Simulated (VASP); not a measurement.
Set up this calculation in VASP 6.6.1, as the native input.

```yaml
Task: relaxation of cell and atoms
Functional: PBE
Potentials_or_basis: VASP PAW PBE potentials, release 64 (Sn_d, Se)
Cutoff: 600 eV
k_mesh: 14 × 14 × 14
Occupations: fermi-dirac, width 0.1 eV
Spin: no spin polarisation
Target_pressure: 44 GPa
Dipole_correction: no
Further_INCAR_settings: ALGO = Normal; EDIFF = 1e-06; IBRION = 2; EDIFFG = -0.005; NSW = 32; ISIF = 3
```

The structure of SnSe (rocksalt type) lies in POSCAR:

```
SnSe
1.0
    0.0000000000      2.6586116634      2.6586116634
    2.6586116634      0.0000000000      2.6586116634
    2.6586116634      2.6586116634      0.0000000000
Sn Se
1 1
Direct
    0.0000000000      0.0000000000      0.0000000000
    0.5000000000      0.5000000000      0.5000000000
```

These files were run (other wordings do the same):

INCAR

```
SYSTEM = SnSe
PREC = Accurate
ENCUT = 600
EDIFF = 1E-6
ISMEAR = -1
SIGMA = 0.1
LREAL = .False.
LASPH = .True.
NELM = 100
ALGO = Normal
ISIF = 3
LWAVE = .False.
LCHARG = .False.
GGA = PE
IBRION = 2
NSW = 32
EDIFFG = -0.005
PSTRESS = 440.0
```

KPOINTS

```
Automatic mesh
0
Gamma
  14 14 14
  0 0 0
```

Potentials or basis: VASP PAW PBE potentials, release 64 (Sn_d, Se).

Command:

```bash
$ cat potpaw_PBE.64/Sn_d/POTCAR potpaw_PBE.64/Se/POTCAR > POTCAR
$ mpirun -np 1 vasp_std > vasp.out
```

Results of the run:

```
Relaxed volume                                             : 18.81 Å³/atom
Relaxed cell                                               : a = 3.761 Å, b = 3.761 Å, c = 3.761 Å, α = 60.00°, β = 60.00°, γ = 60.00°
Space group after relaxing (to 0.1 Å)                      : Fm-3m (No. 225)
Energy change on relaxing (the run minimises the enthalpy) : -4.7 meV/atom
Ionic steps                                                : 3
Pressure after relaxing                                    : 44.0 GPa
Band gap on the k mesh                                     : zero (bands 10 and 11 overlap by 0.44 eV)
```

Caveat: the cell is relaxed towards a set pressure, so the run minimises the enthalpy, not the energy; semilocal functionals underestimate gaps, and a narrow one can read as zero; spin-orbit coupling is left out, which moves the levels of the heavy elements.

It took 52 s on 1 thread of AMD EPYC 9R45 96-Core Processor (Zen 5), on a shared host, peak memory 0.2 GiB.
